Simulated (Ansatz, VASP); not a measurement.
## One calculation of Au3C, two programs

```
CELL_PARAMETERS angstrom
2.94020 0.00000 0.00000
-1.47010 2.54629 0.00000
0.00000 0.00000 21.89749
ATOMIC_POSITIONS crystal
Au 0.66667 0.33333 0.18267
Au 0.33333 0.66667 0.29452
Au 0.00000 0.00000 0.40632
C 0.11111 0.88889 0.50999
```

Alike in both runs: task single point; functional PBE; k mesh 9 × 9 × 1; occupations gaussian, width 0.1 eV; no spin polarisation.

|  | VASP | Ansatz |
| --- | --- | --- |
| version | VASP 6.6.1 | Ansatz 0.2.0 |
| potentials or method | VASP PAW PBE potentials, release 64 (Au, C), cutoff 520 eV | scalar-relativistic, plane waves, PAW |
| valence electrons in the cell | 37 | 61 |

VASP gave:

| Property | Result |
| --- | --- |
| gap on the k mesh at the Fermi level (eV) | none |
| rms of the force components (eV/Å) | 0.686 |
| work function, face that differs most (eV) | 6.30 |

Question: Estimate Ansatz's values.

Answer: gap on the k mesh at the Fermi level (eV): none; rms of the force components (eV/Å): 0.691; work function, face that differs most (eV): 6.31.

Atom by atom the forces differ by 0.005 eV/Å (rms over components). A gap of «none» marks a metal or a gap that the smearing closes. The functional is the same, so the differences come from potentials, cutoffs and numerics. VASP's potentials hold 37 valence electrons a cell and Ansatz's 61, so a difference there can come from the potentials and not from the codes. Ansatz's warnings: xc potential rough in thin density.

Neither program's run includes spin-orbit coupling.
